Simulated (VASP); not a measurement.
# SnO (Pmn2_1) in VASP: a series of runs

SnO is run at these levels: r2SCAN; tasks: single point.

Program: VASP 6.6.1. These are calculated values, not measurements. Logs are shortened: lines on timing, memory, paths and dates and some standing lists are left out, and cuts for length are marked.

**1. The cell of the first run**

Symmetry: Pmn2_1, No. 31, orthorhombic system. Conventional cell: a = 3.355 Å, b = 5.674 Å, c = 4.222 Å, α = 90.00°, β = 90.00°, γ = 90.00°. Within 2.8 Å of Sn (site symmetry m) lie 3 O at 2.15 to 2.16 Å. Within 2.8 Å of O (site symmetry m) lie 3 Sn at 2.15 to 2.16 Å.

**2. Single point, r2SCAN**

The input, POSCAR:

```
SnO
1.0
    3.3550050000      0.0000000000      0.0000000000
    0.0000000000      5.6741040000      0.0000000000
    0.0000000000      0.0000000000      4.2219700000
Sn O
2 2
Direct
    0.0000000000      0.2319090000      0.5131440000
    0.5000000000      0.7680910000      0.0131440000
    0.0000000000      0.8912500000      0.7368570000
    0.5000000000      0.1087500000      0.2368570000
```

The input, INCAR.step1:

```
SYSTEM = SnO
PREC     = Accurate       ! precision mode
ENCUT    = 520            ! plane-wave cutoff, eV
ISMEAR   = -1             ! smearing method
SIGMA    = 0.05           ! smearing width, eV
LREAL    = .FALSE.        ! projectors in reciprocal space
LASPH    = .TRUE.         ! aspherical terms in the spheres
NELM     = 100            ! most SCF steps
NBANDS   = 28             ! bands
GGA      = PE             ! functional
ALGO     = Normal         ! electronic algorithm
EDIFF    = 1E-4           ! SCF threshold, eV
LWAVE    = .TRUE.         ! write WAVECAR
LCHARG   = .FALSE.        ! write CHGCAR
```

The input, INCAR.step2:

```
SYSTEM = SnO
PREC     = Accurate       ! precision mode
ENCUT    = 520            ! plane-wave cutoff, eV
EDIFF    = 1E-6           ! SCF threshold, eV
ISMEAR   = -1             ! smearing method
SIGMA    = 0.05           ! smearing width, eV
LREAL    = .FALSE.        ! projectors in reciprocal space
LASPH    = .TRUE.         ! aspherical terms in the spheres
NELM     = 100            ! most SCF steps
ALGO     = Normal         ! electronic algorithm
ISIF     = 2              ! what is computed and relaxed
LWAVE    = .FALSE.        ! write WAVECAR
LCHARG   = .FALSE.        ! write CHGCAR
METAGGA  = R2SCAN         ! meta-GGA
LMIXTAU  = .TRUE.       
NBANDS   = 28             ! bands
ISTART   = 1
```

The input, KPOINTS:

```
regular mesh
0
G
  6 4 5
  0 0 0
```

Potentials or basis: VASP PAW PBE potentials, release 64 (Sn_d, O).

Launch:

```sh
> cat potpaw_PBE.64/Sn_d/POTCAR potpaw_PBE.64/O/POTCAR > POTCAR
> cp INCAR.step1 INCAR
> mpirun -np 1 vasp_std > vasp.out
> cp INCAR.step2 INCAR
> mpirun -np 1 vasp_std > vasp.out
```

OUTCAR:

```text
SYSTEM = SnO
   PREC = Accurate
   ENCUT = 520
   EDIFF = 1E-6
   ISMEAR = -1
   LREAL = .FALSE.
   LASPH = .TRUE.
   NELM = 100
   ISIF = 2
   METAGGA = R2SCAN
   ISTART = 1

 ion  position               nearest neighbor table
   1  0.000  0.232  0.513-   3 2.15   4 2.16   4 2.16
   2  0.500  0.768  0.013-   4 2.15   3 2.16   3 2.16
   3  0.000  0.891  0.737-   1 2.15   2 2.16   2 2.16
   4  0.500  0.109  0.237-   2 2.15   1 2.16   1 2.16

  LATTYP: Found a simple orthorhombic cell.
 ALAT       =     3.3550050000
 B/A-ratio  =     1.2584094510
 C/A-ratio  =     1.6912356315

  Lattice vectors:

 A1 = (  -3.3550050000,   0.0000000000,   0.0000000000)
 A2 = (   0.0000000000,   0.0000000000,   4.2219700000)
 A3 = (   0.0000000000,   5.6741040000,   0.0000000000)

Analysis of symmetry for initial positions (statically):
=====================================================================
 Subroutine PRICEL returns:
 Original cell was already a primitive cell.

 Routine SETGRP: Setting up the symmetry group for a
 simple orthorhombic supercell.

 Subroutine GETGRP returns: Found  4 space group operations
 (whereof  2 operations were pure point group operations)
 out of a pool of  8 trial point group operations.

The static configuration has the point symmetry C_1h.
 The point group associated with its full space group is C_2v.

Analysis of symmetry for dynamics (positions and initial velocities):
=====================================================================
 Subroutine PRICEL returns:
 Original cell was already a primitive cell.

 Routine SETGRP: Setting up the symmetry group for a
 simple orthorhombic supercell.

 Subroutine GETGRP returns: Found  4 space group operations
 (whereof  2 operations were pure point group operations)
 out of a pool of  8 trial point group operations.

The dynamic configuration has the point symmetry C_1h.
 The point group associated with its full space group is C_2v.

 Subroutine INISYM returns: Found  4 space group operations
 (whereof  2 operations are pure point group operations),
 and found     1 'primitive' translations

----------------------------------------------------------------------------------------

                                     Primitive cell

  volume of cell :      80.3722

  direct lattice vectors                    reciprocal lattice vectors
     3.355005000  0.000000000  0.000000000     0.298062149  0.000000000  0.000000000
     0.000000000  5.674104000  0.000000000     0.000000000  0.176239279  0.000000000
     0.000000000  0.000000000  4.221970000     0.000000000  0.000000000  0.236856254

  length of vectors
     3.355005000  5.674104000  4.221970000     0.298062149  0.176239279  0.236856254

  position of ions in fractional coordinates (direct lattice)
     0.000000000  0.231909000  0.513144000
     0.500000000  0.768091000  0.013144000
     0.000000000  0.891250000  0.736857000
     0.500000000  0.108750000  0.236857000

  ion indices of the primitive-cell ions
   primitive index   ion index
                 1           1
                 2           2
                 3           3
                 4           4

----------------------------------------------------------------------------------------

 KPOINTS: regular mesh

Automatic generation of k-mesh.
 Grid dimensions read from file:
 generate k-points for:    6    4    5

 Generating k-lattice:

  Cartesian coordinates                     Fractional coordinates (reciprocal lattice)
     0.049677025  0.000000000  0.000000000     0.166666667  0.000000000  0.000000000
     0.000000000  0.044059820  0.000000000     0.000000000  0.250000000  0.000000000
     0.000000000  0.000000000  0.047371251     0.000000000  0.000000000  0.200000000

  Length of vectors
     0.049677025  0.044059820  0.047371251

  Shift w.r.t. Gamma in fractional coordinates (k-lattice)
     0.000000000  0.000000000  0.000000000

 Subroutine IBZKPT returns following result:
 ===========================================

 Found     36 irreducible k-points:

 Following reciprocal coordinates:
            Coordinates               Weight
  0.000000  0.000000  0.000000      1.000000
  0.166667  0.000000  0.000000      2.000000
  0.333333  0.000000  0.000000      2.000000
  0.500000  0.000000  0.000000      1.000000
  0.000000  0.250000  0.000000      2.000000
  0.166667  0.250000  0.000000      4.000000
[... 16 lines left out ...]
  0.333333  0.500000  0.200000      4.000000
  0.500000  0.500000  0.200000      2.000000
 [... further k-points ...]
   k-points           NKPTS =     36   k-points in BZ     NKDIM =     36   number of bands    NBANDS=     28
   number of dos      NEDOS =    301   number of ions     NIONS =      4
   total plane-waves  NPLWV =  37632
   dimension x,y,z NGX =    28 NGY =   42 NGZ =   32
   dimension x,y,z NGXF=    56 NGYF=   84 NGZF=   64
   ions per type =               2   2
   NGX,Y,Z   is equivalent  to a cutoff of  13.87, 12.31, 12.60 a.u.
   NGXF,Y,Z  is equivalent  to a cutoff of  27.75, 24.61, 25.20 a.u.
 SYSTEM =  SnO
   PREC   = accura    normal or accurate (medium, high low for compatibility)
   ISTART =      1    job   : 0-new  1-cont  2-samecut
   ICHARG =      0    charge: 1-file 2-atom 10-const
   ISPIN  =      1    spin polarized calculation?
   LNONCOLLINEAR =      F non collinear calculations
   LSORBIT =      F    spin-orbit coupling
   LASPH  =      T    aspherical Exc in radial PAW
   ENCUT  =  520.0 eV  38.22 Ry    6.18 a.u.   6.24 10.55  7.85*2*pi/ulx,y,z
   NELM   =    100;   NELMIN=  2; NELMDL=  0     # of ELM steps
   EDIFF  = 0.1E-05   stopping-criterion for ELM
   LREAL  =      F    real-space projection
   EDIFFG = 0.1E-04   stopping-criterion for IOM
   NSW    =      0    number of steps for IOM
   IBRION =     -1    ionic relax: 0-MD 1-quasi-New 2-CG
   NFREE  =      0    steps in history (QN), initial steepest desc. (CG)
   ISIF   =      2    stress and relaxation
   ISYM   =      2    0-nonsym 1-usesym 2-fastsym
   POTIM  = 0.5000    time-step for ionic-motion
   TEBEG  =    0.0;   TEEND  =   0.0 temperature during run
   PSTRESS=    0.0 pullay stress
   NELECT =      40.0000    total number of electrons
   NUPDOWN=      -1.0000    fix difference up-down
   EMIN   =  10.00;   EMAX   =-10.00  energy-range for DOS
   EFERMI =   0.00;   METHOD = LEGACY
   ISMEAR =    -1;   SIGMA  =   0.05  broadening in eV -4-tet -1-fermi 0-gaus
   EFERMI_NEDOS =   21; number of points for ismear=-14 and -15
   IALGO  =     38    algorithm
   IMIX   =      4    mixing-type and parameters
     AMIX     =   0.40;   BMIX     =  1.00
     AMIX_MAG =   1.60;   BMIX_MAG =  1.00
  volume/ion in A,a.u.               =      20.09       135.59
  Fermi-wavevector in a.u.,A,eV,Ry     =   1.297357  2.451650 22.900458  1.683136
  Thomas-Fermi vector in A             =   2.428755
   LORBIT       =      0    0 simple, 1 ext, 2 COOP (PROOUT), +10 PAW based schemes
   METAGGA = R2SCAN    functional components
   LHFCALC =     F    Hartree Fock is set to
   AEXX    =    0.0000 exact exchange contribution
   IVDW    =     0    specifies the selected vdW correction
   LEPSILON=     F    determine dielectric tensor
   LRPA    =     F    only Hartree local field effects (RPA)
 non-spin polarized calculation
  energy-cutoff  :      520.00
  volume of cell :       80.37
 maximum number of plane-waves:      2180
 NGX is ok and might be reduce to    28
   NGX = 13   NGY = 21   NGZ = 15

 number of electron      39.9999992 magnetization

 Free energy of the ion-electron system (eV)
  ---------------------------------------------------
  ext. energy  EPLUGINS =         0.00000000
  ---------------------------------------------------
  free energy    TOTEN  =       -66.55906085 eV

  energy without entropy =      -66.55906085  energy(sigma->0) =      -66.55906085

 E-fermi :   5.5910     XC(G=0): -10.1361

 val. band max:        4.6272198187   @ k =   0.0000   0.0000   0.0000
 cond. band min:       6.5738854768   @ k =   0.3333   0.5000   0.0000
 fundamental gap:      1.9466656581
 Fermi energy:         5.5909921445

 k-point     1 :       0.0000    0.0000    0.0000
  band No.  band energies     occupation
      1     -17.3092      2.00000
      2     -16.8895      2.00000
      3     -16.7811      2.00000
      4     -16.7711      2.00000
      5     -16.7426      2.00000
      6     -16.6995      2.00000
[... 20 lines left out ...]
     27      14.0668      0.00000
     28      14.6871      0.00000

 k-point     2 :       0.1667    0.0000    0.0000
  band No.  band energies     occupation
      1     -17.3010      2.00000
      2     -16.9234      2.00000
      3     -16.8158      2.00000
      4     -16.7702      2.00000
      5     -16.7500      2.00000
      6     -16.6993      2.00000
[... 20 lines left out ...]
     27      14.0127      0.00000
     28      14.8177      0.00000

 k-point     3 :       0.3333    0.0000    0.0000
  band No.  band energies     occupation
      1     -17.2965      2.00000
      2     -17.1282      2.00000
      3     -16.7671      2.00000
      4     -16.7563      2.00000
      5     -16.7225      2.00000
      6     -16.7072      2.00000
[... 20 lines left out ...]
     27      13.4249      0.00000
     28      15.0541      0.00000

 k-point     4 :       0.5000    0.0000    0.0000
  band No.  band energies     occupation
      1     -17.2618      2.00000
      2     -17.2618      2.00000
      3     -16.7540      2.00000
      4     -16.7540      2.00000
      5     -16.7060      2.00000
      6     -16.7060      2.00000
[... 20 lines left out ...]
     27      14.5711      0.00000
     28      14.5711      0.00000

 k-point     5 :       0.0000    0.2500    0.0000
  band No.  band energies     occupation
      1     -17.3050      2.00000
      2     -16.8919      2.00000
      3     -16.7777      2.00000
      4     -16.7695      2.00000
      5     -16.7441      2.00000
      6     -16.7039      2.00000
[... 20 lines left out ...]
     27      14.2287      0.00000
     28      14.8229      0.00000

 k-point     6 :       0.1667    0.2500    0.0000
  band No.  band energies     occupation
      1     -17.2987      2.00000
      2     -16.9232      2.00000
      3     -16.8186      2.00000
      4     -16.7694      2.00000
      5     -16.7472      2.00000
      6     -16.7014      2.00000
[... 463 lines left out ...]
      5     -16.7512      2.00000
      6     -16.7290      2.00000
[... 20 lines left out ...]
     27      14.5598      0.00000
     28      15.2397      0.00000

 k-point    22 :       0.1667    0.5000    0.2000
  band No.  band energies     occupation
      1     -17.2750      2.00000
      2     -16.9855      2.00000
      3     -16.8080      2.00000
      4     -16.7708      2.00000
      5     -16.7426      2.00000
      6     -16.7156      2.00000
[... 20 lines left out ...]
     27      15.0617      0.00000
     28      15.7367      0.00000

 k-point    23 :       0.3333    0.5000    0.2000
  band No.  band energies     occupation
      1     -17.2903      2.00000
      2     -17.1557      2.00000
      3     -16.7667      2.00000
      4     -16.7657      2.00000
      5     -16.7144      2.00000
      6     -16.7085      2.00000
[... 20 lines left out ...]
     27      14.8562      0.00000
     28      15.0788      0.00000

 k-point    24 :       0.5000    0.5000    0.2000
  band No.  band energies     occupation
      1     -17.2727      2.00000
      2     -17.2727      2.00000
      3     -16.7585      2.00000
      4     -16.7585      2.00000
      5     -16.7005      2.00000
      6     -16.7005      2.00000
[... 20 lines left out ...]
     27      14.6583      0.00000
     28      14.6583      0.00000

 [... further k-points ...]

------------------------ aborting loop because EDIFF is reached ----------------------------------------

  FORCE on cell =-STRESS in cart. coord.  units (eV):
  Direction    XX          YY          ZZ          XY          YZ          ZX
  --------------------------------------------------------------------------------------
  -------------------------------------------------------------------------------------
  Total       -1.7646059     -1.0302141     -1.1793134      0.0000000      0.0000000      0.0000000
  in kB      -35.1765068    -20.5367855    -23.5090024      0.0000000      0.0000000      0.0000000
  external PRESSURE =     -26.4074316 kB  Pullay stress =       0.0000000 kB

 VOLUME and BASIS-vectors are now :
 -----------------------------------------------------------------------------
  energy-cutoff  :      520.00
  volume of cell :       80.37
      direct lattice vectors                 reciprocal lattice vectors
     3.355005000  0.000000000  0.000000000     0.298062149  0.000000000  0.000000000
     0.000000000  5.674104000  0.000000000     0.000000000  0.176239279  0.000000000
     0.000000000  0.000000000  4.221970000     0.000000000  0.000000000  0.236856254

 POSITION                                       TOTAL-FORCE (eV/Angst)
 -----------------------------------------------------------------------------------
      0.00000      1.31588      2.16648         0.000000     -0.487225     -0.154593
      1.67750      4.35823      0.05549         0.000000      0.487225     -0.154593
      0.00000      5.05705      3.11099         0.000000      0.190566      0.154593
      1.67750      0.61706      1.00000         0.000000     -0.190566      0.154593
 -----------------------------------------------------------------------------------
    total drift:                                0.000000      0.000000     -0.005411

  FREE ENERGIE OF THE ION-ELECTRON SYSTEM (eV)
  ---------------------------------------------------
  free  energy   TOTEN  =       -66.5590608492 eV

  energy  without entropy=      -66.5590608488  energy(sigma->0) =      -66.55906085
```

Run time: 3.7 min. Hardware: 1 thread of Intel Xeon Platinum 8259CL at 2.50GHz (Skylake/Cascade Lake), shared host; peak memory 0.24 GiB.

Results:

```
Free energy            : -66.5591 eV
Pressure               : -2.6 GPa
Largest force          : 0.511 eV/Å
Band gap on the k mesh : 1.95 eV, indirect (least direct gap 2.70 eV)
```

Forces on the atoms (eV/Å):
```
Sn   0.000 -0.487 -0.155
Sn   0.000  0.487 -0.155
O    0.000  0.191  0.155
O    0.000 -0.191  0.155
```

Caveat: the PAW data sets were made with another functional, which shifts forces and pressure a little; spin-orbit coupling is left out, which moves the levels of the heavy elements. r2SCAN opens gaps a little over a GGA but as a rule still falls short of measured ones.

(Continued in part 2 of 2.)
